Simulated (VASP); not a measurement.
# MgO (Pm-3m) in VASP: settings compared

Aim: see how the results for MgO move with the level of theory and the settings. Levels: HF, HSE06, PBEsol, LDA. Tasks: single point, relaxation of cell and atoms.

Everything below comes from runs of VASP 6.6.1. Logs are shortened: lines on timing, memory, paths and dates and some standing lists are left out, and cuts for length are marked.

## (1) The cell of the first run

The structure is cubic, space group Pm-3m (No. 221). The conventional cell has a = 2.623 Å, b = 2.623 Å, c = 2.623 Å, α = 90.00°, β = 90.00°, γ = 90.00°. Mg (site symmetry m-3m) has 8 O at 2.27 Å and 6 Mg at 2.62 Å within 3.0 Å. O (site symmetry m-3m) has 8 Mg at 2.27 Å and 6 O at 2.62 Å within 3.0 Å.

## (2) Single point, HF

The input, POSCAR:

```
MgO
1.0
    2.6233491285      0.0000000000      0.0000000000
    0.0000000000      2.6233491285      0.0000000000
    0.0000000000      0.0000000000      2.6233491285
Mg O
1 1
Direct
    0.0000000000      0.0000000000      0.0000000000
    0.5000000000      0.5000000000      0.5000000000
```

The input, INCAR.step1:

```
PREC = Accurate
ENCUT = 520
EDIFF = 1E-5
ISMEAR = 0
SIGMA = 0.01
LREAL = False
LASPH = True
NELM = 60
ALGO = Normal
ISIF = 2
LWAVE = True
LCHARG = False
GGA = PE
NBANDS = 11
```

The input, INCAR.step2:

```
PREC = Accurate
ENCUT = 520
EDIFF = 1E-6
ISMEAR = 0
SIGMA = 0.01
LREAL = False
LASPH = True
NELM = 60
ALGO = Normal
ISIF = 2
LWAVE = False
LCHARG = False
GGA = PE
LHFCALC = True
AEXX = 1.0
ALDAC = 0.0
AGGAC = 0.0
PRECFOCK = Normal
ISTART = 1
NBANDS = 11
```

The input, KPOINTS:

```
regular mesh
0
Gamma
  6 6 6
```

Potentials or basis: VASP PAW PBE potentials, release 64 (Mg, O).

The run is started by

```
$ cat potpaw_PBE.64/Mg/POTCAR potpaw_PBE.64/O/POTCAR > POTCAR
$ cp INCAR.step1 INCAR
$ mpirun -np 1 vasp_std > vasp.out
$ cp INCAR.step2 INCAR
$ mpirun -np 1 vasp_std > vasp.out
```

OUTCAR:

```text
PREC = Accurate
   ENCUT = 520
   EDIFF = 1E-6
   ISMEAR = 0
   LREAL = False
   LASPH = True
   NELM = 60
   ISIF = 2
   GGA = PE
   LHFCALC = True
   AEXX = 1.0
   PRECFOCK = Normal
   ISTART = 1

 ion  position               nearest neighbor table
   1  0.000  0.000  0.000-   2 2.27   2 2.27   2 2.27   2 2.27   2 2.27   2 2.27   2 2.27   2 2.27

   2  0.500  0.500  0.500-   1 2.27   1 2.27   1 2.27   1 2.27   1 2.27   1 2.27   1 2.27   1 2.27

  LATTYP: Found a simple cubic cell.
 ALAT       =     2.6233491285

  Lattice vectors:

 A1 = (   2.6233491285,   0.0000000000,   0.0000000000)
 A2 = (   0.0000000000,   2.6233491285,   0.0000000000)
 A3 = (   0.0000000000,   0.0000000000,   2.6233491285)

Analysis of symmetry for initial positions (statically):
=====================================================================
 Subroutine PRICEL returns:
 Original cell was already a primitive cell.

 Routine SETGRP: Setting up the symmetry group for a
 simple cubic supercell.

 Subroutine GETGRP returns: Found 48 space group operations
 (whereof 48 operations were pure point group operations)
 out of a pool of 48 trial point group operations.

The static configuration has the point symmetry O_h .

Analysis of symmetry for dynamics (positions and initial velocities):
=====================================================================
 Subroutine PRICEL returns:
 Original cell was already a primitive cell.

 Routine SETGRP: Setting up the symmetry group for a
 simple cubic supercell.

 Subroutine GETGRP returns: Found 48 space group operations
 (whereof 48 operations were pure point group operations)
 out of a pool of 48 trial point group operations.

The dynamic configuration has the point symmetry O_h .

 Subroutine INISYM returns: Found 48 space group operations
 (whereof 48 operations are pure point group operations),
 and found     1 'primitive' translations

----------------------------------------------------------------------------------------

                                     Primitive cell

  volume of cell :      18.0538

  direct lattice vectors                    reciprocal lattice vectors
     2.623349129  0.000000000  0.000000000     0.381192114  0.000000000  0.000000000
     0.000000000  2.623349129  0.000000000     0.000000000  0.381192114  0.000000000
     0.000000000  0.000000000  2.623349129     0.000000000  0.000000000  0.381192114

  length of vectors
     2.623349129  2.623349129  2.623349129     0.381192114  0.381192114  0.381192114

  position of ions in fractional coordinates (direct lattice)
     0.000000000  0.000000000  0.000000000
     0.500000000  0.500000000  0.500000000

  ion indices of the primitive-cell ions
   primitive index   ion index
                 1           1
                 2           2

----------------------------------------------------------------------------------------

 KPOINTS: regular mesh

Automatic generation of k-mesh.
 Grid dimensions read from file:
 generate k-points for:    6    6    6

 Generating k-lattice:

  Cartesian coordinates                     Fractional coordinates (reciprocal lattice)
     0.063532019  0.000000000  0.000000000     0.166666667  0.000000000  0.000000000
     0.000000000  0.063532019  0.000000000     0.000000000  0.166666667  0.000000000
     0.000000000  0.000000000  0.063532019     0.000000000  0.000000000  0.166666667

  Length of vectors
     0.063532019  0.063532019  0.063532019

  Shift w.r.t. Gamma in fractional coordinates (k-lattice)
     0.000000000  0.000000000  0.000000000

 Subroutine IBZKPT returns following result:
 ===========================================

 Found     20 irreducible k-points:

 Following reciprocal coordinates:
            Coordinates               Weight
  0.000000  0.000000  0.000000      1.000000
  0.166667  0.000000  0.000000      6.000000
  0.333333  0.000000  0.000000      6.000000
  0.500000  0.000000  0.000000      3.000000
  0.166667  0.166667  0.000000     12.000000
  0.333333  0.166667  0.000000     24.000000
[... 12 lines left out ...]
  0.500000  0.500000  0.333333      6.000000
  0.500000  0.500000  0.500000      1.000000
   k-points           NKPTS =     20   k-points in BZ     NKDIM =    216   number of bands    NBANDS=     11
   number of dos      NEDOS =    301   number of ions     NIONS =      2
   total plane-waves  NPLWV =   8000
   dimension x,y,z NGX =    20 NGY =   20 NGZ =   20
   dimension x,y,z NGXF=    40 NGYF=   40 NGZF=   40
   ions per type =               1   1
   NGX,Y,Z   is equivalent  to a cutoff of  12.67, 12.67, 12.67 a.u.
   NGXF,Y,Z  is equivalent  to a cutoff of  25.35, 25.35, 25.35 a.u.
 SYSTEM =  unknown system
   PREC   = accura    normal or accurate (medium, high low for compatibility)
   ISTART =      1    job   : 0-new  1-cont  2-samecut
   ICHARG =      0    charge: 1-file 2-atom 10-const
   ISPIN  =      1    spin polarized calculation?
   LNONCOLLINEAR =      F non collinear calculations
   LSORBIT =      F    spin-orbit coupling
   LASPH  =      T    aspherical Exc in radial PAW
   ENCUT  =  520.0 eV  38.22 Ry    6.18 a.u.   4.88  4.88  4.88*2*pi/ulx,y,z
   NELM   =     60;   NELMIN=  2; NELMDL=  0     # of ELM steps
   EDIFF  = 0.1E-05   stopping-criterion for ELM
   LREAL  =      F    real-space projection
   EDIFFG = 0.1E-04   stopping-criterion for IOM
   NSW    =      0    number of steps for IOM
   IBRION =     -1    ionic relax: 0-MD 1-quasi-New 2-CG
   NFREE  =      0    steps in history (QN), initial steepest desc. (CG)
   ISIF   =      2    stress and relaxation
   ISYM   =      3    0-nonsym 1-usesym 2-fastsym
   POTIM  = 0.5000    time-step for ionic-motion
   TEBEG  =    0.0;   TEEND  =   0.0 temperature during run
   PSTRESS=    0.0 pullay stress
   NELECT =       8.0000    total number of electrons
   NUPDOWN=      -1.0000    fix difference up-down
   EMIN   =  10.00;   EMAX   =-10.00  energy-range for DOS
   EFERMI =   0.00;   METHOD = LEGACY
   ISMEAR =     0;   SIGMA  =   0.01  broadening in eV -4-tet -1-fermi 0-gaus
   EFERMI_NEDOS =   21; number of points for ismear=-14 and -15
   IALGO  =     38    algorithm
   IMIX   =      1    mixing-type and parameters
     AMIX     =   0.40;   BMIX     =  1.00
     AMIX_MAG =   1.60;   BMIX_MAG =  1.00
  volume/ion in A,a.u.               =       9.03        60.92
  Fermi-wavevector in a.u.,A,eV,Ry     =   1.248098  2.358563 21.194461  1.557749
  Thomas-Fermi vector in A             =   2.382200
   LORBIT       =      0    0 simple, 1 ext, 2 COOP (PROOUT), +10 PAW based schemes
   GGA     = PE    functional components
   LHFCALC =     T    Hartree Fock is set to
   PRECFOCK=normal    Normal, Fast or Accurate (Low or Medium for compatibility)
   ENCUT4O =  -1.0   cutoff for four orbital integrals eV
   NKREDX  =     1    reduce k-point grid by
   NKREDY  =     1    reduce k-point grid by
   NKREDZ  =     1    reduce k-point grid by
   AEXX    =    1.0000 exact exchange contribution
   HFSCREEN=    0.0000 screening length (either q_TF or 0.3 A-1)
   HFSCREENC=   0.0000 screening length for correlation (either q_TF or 0.3 A-1)
   ENCUTFOCK=  -1.0 apply spherical cutoff to Coloumb kernel
   IVDW    =     0    specifies the selected vdW correction
   LEPSILON=     F    determine dielectric tensor
   LRPA    =     F    only Hartree local field effects (RPA)
 non-spin polarized calculation
 Gauss-broadening in eV      SIGMA  =   0.01
  energy-cutoff  :      520.00
  volume of cell :       18.05
 maximum number of plane-waves:       500
 NGX is ok and might be reduce to    20
  NGX = 16; NGY = 16; NGZ = 16

 number of electron       7.9999999 magnetization

 Free energy of the ion-electron system (eV)
  ---------------------------------------------------
  ext. energy  EPLUGINS =         0.00000000
  ---------------------------------------------------
  free energy    TOTEN  =       -19.81454368 eV

  energy without entropy =      -19.81454368  energy(sigma->0) =      -19.81454368

 E-fermi :   0.2922     XC(G=0):   0.0000

 val. band max:        0.2050132686   @ k =   0.5000   0.5000   0.0000
 cond. band min:      12.9509454501   @ k =   0.0000   0.0000   0.0000
 fundamental gap:     12.7459321815
 Fermi energy:         0.2922175849

 k-point     1 :       0.0000    0.0000    0.0000
  band No.  band energies     occupation
      1     -24.8015      2.00000
      2      -1.1269      2.00000
      3      -1.1269      2.00000
      4      -1.1269      2.00000
      5      12.9509      0.00000
      6      21.3779      0.00000
      7      21.3779      0.00000
      8      33.3804      0.00000
      9      33.3804      0.00000
     10      33.3804      0.00000
     11      39.8453      0.00000

 k-point     2 :       0.1667    0.0000    0.0000
  band No.  band energies     occupation
      1     -24.4854      2.00000
      2      -3.2308      2.00000
      3      -0.9865      2.00000
      4      -0.9865      2.00000
      5      14.3838      0.00000
      6      22.0441      0.00000
      7      22.2124      0.00000
      8      32.5307      0.00000
      9      32.5307      0.00000
     10      33.6770      0.00000
     11      38.1088      0.00000

 k-point     3 :       0.3333    0.0000    0.0000
  band No.  band energies     occupation
      1     -23.7747      2.00000
      2      -6.4473      2.00000
      3      -0.6915      2.00000
      4      -0.6915      2.00000
      5      16.6515      0.00000
      6      22.4156      0.00000
      7      23.9846      0.00000
      8      30.7064      0.00000
      9      30.7064      0.00000
     10      32.3919      0.00000
     11      36.9080      0.00000

 k-point     4 :       0.5000    0.0000    0.0000
  band No.  band energies     occupation
      1     -23.3675      2.00000
      2      -7.8271      2.00000
      3      -0.5367      2.00000
      4      -0.5367      2.00000
      5      18.0384      0.00000
      6      21.5758      0.00000
      7      26.1986      0.00000
      8      28.9414      0.00000
      9      29.8286      0.00000
     10      29.8286      0.00000
     11      36.6232      0.00000

 k-point     5 :       0.1667    0.1667    0.0000
  band No.  band energies     occupation
      1     -24.1844      2.00000
      2      -3.3071      2.00000
      3      -2.6108      2.00000
      4      -0.8377      2.00000
      5      15.6821      0.00000
      6      22.3032      0.00000
      7      22.8709      0.00000
      8      30.8230      0.00000
      9      32.2582      0.00000
     10      34.6932      0.00000
     11      35.4176      0.00000
[... 155 lines left out ...]
 k-point    17 :       0.3333    0.3333    0.3333
  band No.  band energies     occupation
      1     -22.1493      2.00000
      2      -4.5048      2.00000
      3      -4.0061      2.00000
      4      -4.0061      2.00000
      5      18.7118      0.00000
      6      20.3384      0.00000
      7      20.3384      0.00000
      8      28.8001      0.00000
      9      31.6366      0.00000
     10      31.6366      0.00000
     11      33.4040      0.00000

 k-point    18 :       0.5000    0.3333    0.3333
  band No.  band energies     occupation
      1     -21.8519      2.00000
      2      -5.2893      2.00000
      3      -3.9147      2.00000
      4      -3.6731      2.00000
      5      18.1397      0.00000
      6      19.1983      0.00000
      7      20.4330      0.00000
      8      29.9149      0.00000
      9      30.9864      0.00000
     10      31.6524      0.00000
     11      32.8098      0.00000

 k-point    19 :       0.5000    0.5000    0.3333
  band No.  band energies     occupation
      1     -21.5668      2.00000
      2      -4.8657      2.00000
      3      -4.8657      2.00000
      4      -3.4646      2.00000
      5      17.2690      0.00000
      6      19.4284      0.00000
      7      19.4284      0.00000
      8      30.0369      0.00000
      9      30.6461      0.00000
     10      32.3477      0.00000
     11      32.3477      0.00000

 k-point    20 :       0.5000    0.5000    0.5000
  band No.  band energies     occupation
      1     -21.2847      2.00000
      2      -4.5086      2.00000
      3      -4.5086      2.00000
      4      -4.5086      2.00000
      5      18.1479      0.00000
      6      18.1479      0.00000
      7      18.1479      0.00000
      8      28.3565      0.00000
      9      32.4853      0.00000
     10      32.4853      0.00000
     11      32.4853      0.00000

------------------------ aborting loop because EDIFF is reached ----------------------------------------

  FORCE on cell =-STRESS in cart. coord.  units (eV):
  Direction    XX          YY          ZZ          XY          YZ          ZX
  --------------------------------------------------------------------------------------
  -------------------------------------------------------------------------------------
  Total       -0.4567168     -0.4567168     -0.4567168     -0.0000000      0.0000000     -0.0000000
  in kB      -40.5311803    -40.5311803    -40.5311803     -0.0000000      0.0000000     -0.0000000
  external PRESSURE =     -40.5311803 kB  Pullay stress =       0.0000000 kB

 VOLUME and BASIS-vectors are now :
 -----------------------------------------------------------------------------
  energy-cutoff  :      520.00
  volume of cell :       18.05
      direct lattice vectors                 reciprocal lattice vectors
     2.623349129  0.000000000  0.000000000     0.381192114  0.000000000  0.000000000
     0.000000000  2.623349129  0.000000000     0.000000000  0.381192114  0.000000000
     0.000000000  0.000000000  2.623349129     0.000000000  0.000000000  0.381192114

 POSITION                                       TOTAL-FORCE (eV/Angst)
 -----------------------------------------------------------------------------------
      0.00000      0.00000      0.00000         0.000000      0.000000      0.000000
      1.31167      1.31167      1.31167         0.000000      0.000000      0.000000
 -----------------------------------------------------------------------------------
    total drift:                               -0.000000     -0.000000     -0.000000

  FREE ENERGIE OF THE ION-ELECTRON SYSTEM (eV)
  ---------------------------------------------------
  free  energy   TOTEN  =       -19.8145436815 eV

  energy  without entropy=      -19.8145436815  energy(sigma->0) =      -19.81454368
```

It took 12 min on 1 thread of Intel Xeon 8259CL, shared host; peak memory 0.14 GiB.

Results:

```yaml
Free_energy: -19.8145 eV
Pressure: -4.1 GPa
Band_gap_on_the_k_mesh: 12.75 eV (least direct gap 14.08 eV)
```

Levels at points of the mesh, in eV from the valence-band top:
```
           k point  band 1  band 2  band 3  band 4  band 5  band 6  band 7  band 8
(0.00, 0.00, 0.00)  -25.01   -1.33   -1.33   -1.33   12.75   21.17   21.17   33.18
(0.50, 0.00, 0.00)  -23.57   -8.03   -0.74   -0.74   17.83   21.37   25.99   28.74
(0.50, 0.50, 0.00)  -22.52   -6.00   -6.00    0.00   15.14   24.41   24.41   24.82
(0.50, 0.50, 0.50)  -21.49   -4.71   -4.71   -4.71   17.94   17.94   17.94   28.15
```

Caveat: the cell stands under tension; the PAW data sets were made with another functional, which shifts forces and pressure a little.

(Part 1 of 2 ends here.)
